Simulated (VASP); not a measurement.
## InP: single point with BLYP

InP:

```
In P
1.0
     0.00000    3.03770    3.03770
     3.03770    0.00000    3.03770
     3.03770    3.03770    0.00000
In P
1 1
Direct
  0.00000 0.00000 0.00000
  0.75000 0.75000 0.75000
```

| Item | Value |
| --- | --- |
| Program | VASP 6.6.1 |
| Task | single point |
| Functional | BLYP |
| Potentials or basis | VASP PAW PBE potentials, release 64 (In_d, P) |
| Cutoff | 500 eV |
| k mesh | 8 × 8 × 8 |
| Occupations | fermi-dirac, width 0.05 eV |
| Spin | no spin polarisation |
| Dipole correction | no |
| Further INCAR settings | ALGO = Normal; EDIFF = 1e-06; NBANDS = 16 |

```yaml
Pressure: 0.0 GPa
```

Levels at points of the mesh, in eV from the Fermi level:
| k point | band 7 | band 8 | band 9 | band 10 | band 11 | band 12 |
| --- | --- | --- | --- | --- | --- | --- |
| (0.00, 0.00, 0.00) | -0.08 | -0.08 | -0.08 | -0.06 | 4.01 | 4.01 |
| (0.50, 0.00, 0.00) | -5.27 | -0.90 | -0.90 | 1.14 | 4.75 | 4.75 |
| (0.50, 0.50, 0.00) | -5.42 | -2.04 | -2.04 | 1.96 | 2.21 | 8.53 |

Wall time 22 s on 1 thread of Intel(R) Xeon(R) Platinum 8488C (Sapphire Rapids) (shared host), peak memory 0.18 GiB.

Caveat: the PAW data sets were made with another functional, which shifts forces and pressure a little; spin-orbit coupling is left out, which moves the levels of the heavy elements.
